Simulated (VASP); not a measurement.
Write the native input for VASP 6.6.1 that does the following.

| Property | Result |
| --- | --- |
| Task | density of states |
| Functional | PBE |
| Potentials or basis | VASP PAW PBE potentials, release 64 (Sb) |
| Cutoff | 400 eV |
| k mesh | 16 × 16 × 16 |
| Occupations | fermi-dirac, width 0.1 eV |
| Spin | no spin polarisation |
| Dipole correction | no |
| k mesh for the DOS | 24 × 24 × 24 |
| Occupations for the DOS | tetrahedron |
| Further INCAR settings | ALGO = Normal; EDIFF = 1e-06 |

Crystal: Sb.

```
Sb
1.0
    -1.89628    1.89628    1.89628
     1.89628   -1.89628    1.89628
     1.89628    1.89628   -1.89628
Sb
1
Direct
  0.00000 0.00000 0.00000
```

One way to write it, as run:

POSCAR

```
Sb
1.0
   -1.8962776387      1.8962776387      1.8962776387
    1.8962776387     -1.8962776387      1.8962776387
    1.8962776387      1.8962776387     -1.8962776387
Sb
1
Direct
    0.0000000000      0.0000000000      0.0000000000
```

INCAR.step1

```
PREC = Accurate
ENCUT = 400
EDIFF = 1E-6
ISMEAR = -1
SIGMA = 0.1
LREAL = F
LASPH = T
NELM = 120
ALGO = Normal
ISIF = 2
LWAVE = F
LCHARG = T
GGA = PE
NBANDS = 8
GGA_COMPAT = F
NEDOS = 2001
LORBIT = 11
```

KPOINTS.step1

```
Automatic mesh
0
Gamma
  16 16 16
```

INCAR.step2

```
PREC = Accurate
ENCUT = 400
EDIFF = 1E-6
ISMEAR = -5
SIGMA = 0.1
LREAL = F
LASPH = T
NELM = 120
ALGO = Normal
ISIF = 2
LWAVE = F
LCHARG = F
GGA = PE
LORBIT = 11
NEDOS = 2001
ICHARG = 11
GGA_COMPAT = F
```

KPOINTS.step2

```
Automatic mesh
0
Gamma
  24 24 24
```

Potentials or basis: VASP PAW PBE potentials, release 64 (Sb).

Launch:

```console
$ cat potpaw_PBE.64/Sb/POTCAR > POTCAR
$ cp INCAR.step1 INCAR
$ cp KPOINTS.step1 KPOINTS
$ mpirun -np 1 vasp_std > vasp.out
$ cp INCAR.step2 INCAR
$ cp KPOINTS.step2 KPOINTS
$ mpirun -np 1 vasp_std > vasp.out
```

It gave:

```json
{"Valence electrons inside the program's atomic spheres": "Sb 2.33"}
```

Caveat: spin-orbit coupling is left out, which moves the levels of the heavy elements.

It took 71 s on 1 thread of Intel Xeon 8259CL, with other jobs on the host, peak memory 0.18 GiB.
